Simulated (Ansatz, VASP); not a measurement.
**CsLiSi2: VASP beside Ansatz**

INCAR

```
SYSTEM = CsLiSi2
PREC = Accurate
ENCUT = 600
EDIFF = 1E-7
ISMEAR = 0
SIGMA = 0.02
LREAL = .False.
LASPH = .True.
NELM = 80
ALGO = Normal
ISIF = 3
LWAVE = .False.
LCHARG = .False.
GGA = PE
IBRION = 2
NSW = 100
EDIFFG = -0.01
```

The input KPOINTS:

```
regular mesh
0
Gamma
  8 8 8
  0 0 0
```

POSCAR

```
CsLiSi2
1.0
   -2.5389532764      2.5389532764      5.9857939097
    2.5389532764     -2.5389532764      5.9857939097
    2.5389532764      2.5389532764     -5.9857939097
Cs Li Si
1 1 2
Direct
    0.0422732335      0.0422732335      0.0000000000
    0.3406579550      0.3406579550      0.0000000000
    0.7374641710      0.7374641710      0.0000000000
    0.5592045006      0.5592045006      0.0000000000
```

Input for Ansatz:

```yaml
crystal:
  lattice:
    - [-2.5389532764, 2.5389532764, 5.9857939097]
    - [2.5389532764, -2.5389532764, 5.9857939097]
    - [2.5389532764, 2.5389532764, -5.9857939097]
  atoms:
    - { symbol: Cs, position: [0.0422732335, 0.0422732335, 0.0] }
    - { symbol: Li, position: [0.340657955, 0.340657955, 0.0] }
    - { symbol: Si, position: [0.737464171, 0.737464171, 0.0] }
    - { symbol: Si, position: [0.5592045006, 0.5592045006, 0.0] }
basis:
  ecutwfc: 420
kpoints:
  mp_grid: { grid: [8, 8, 8] }
hamiltonian:
  xc: pbe
scf:
  occupations: { method: gaussian, width: 0.02 }
output:
  forces: true
  stress: true
  eigenvalues: true
relax:
  adjacent_minimum: "off"
  f_tol: 0.01
  max_steps: 80
  cell: { stress_tol: 0.05 }
```

Alike in both runs: task relaxation of cell and atoms; functional PBE; k mesh 8 × 8 × 8; occupations gaussian, width 0.02 eV; no spin polarisation.

|  | VASP | Ansatz |
| --- | --- | --- |
| version | VASP 6.6.1 | Ansatz 0.2.0 |
| potentials or method | VASP PAW PBE potentials, release 64 (Cs_sv, Li_sv, Si), cutoff 600 eV | scalar-relativistic, plane waves, PAW |
| valence electrons in the cell | 20 | 20 |

|  | VASP | Ansatz | Ansatz less VASP |
| --- | --- | --- | --- |
| gap on the k mesh at the Fermi level, each at its own relaxed structure (eV) | 0.68 | 0.69 | +0.005 |
| relaxed volume (Å³/atom) | 38.94 | 38.94 | 0.000 |
| relaxed length of the cell vector where the two differ most in proportion (Å) | 6.990 | 6.994 | +0.0038 |

Spin-orbit coupling is off throughout. Noted on VASP's run: the cutoff is under 1.25 times that of the potentials, so the pressure is a little rough.
